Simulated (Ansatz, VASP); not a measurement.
## Two plane-wave programs on P

```xyz
3
Lattice="4.3195 0.0000 0.0000 -2.1598 3.7408 0.0000 0.0000 0.0000 2.4435" Properties=species:S:1:pos:R:3 pbc="T T T"
P     0.0000    0.0000    0.0000
P     0.0000    2.4939    1.2218
P     2.1598    1.2469    1.2218
```

Alike in both runs: task single point; functional LDA; k mesh 9 × 9 × 14; occupations fermi-dirac, width 0.1 eV; no spin polarisation.

```csv
,VASP,Ansatz
version,VASP 6.6.1,Ansatz 0.2.0
potentials or method,"VASP PAW LDA potentials, release 64 (P), cutoff 520 eV","plane waves (420 eV) with PAW, scalar-relativistic"
valence electrons in the cell,15,15
```

Ansatz gave:

```
pressure (GPa)                                                : 4.9
traceless stress, the component that is largest in VASP (GPa) : 0.91
```

Q: What did VASP give for the same quantities?

A: Pressure (GPa): 4.7; traceless stress, the component that is largest in VASP (GPa): 0.88.

Ansatz warns that its potentials were made for another functional, while VASP's fit it. LDA's correlation is that of Perdew and Zunger in VASP and of Perdew and Wang (1992) in Ansatz.
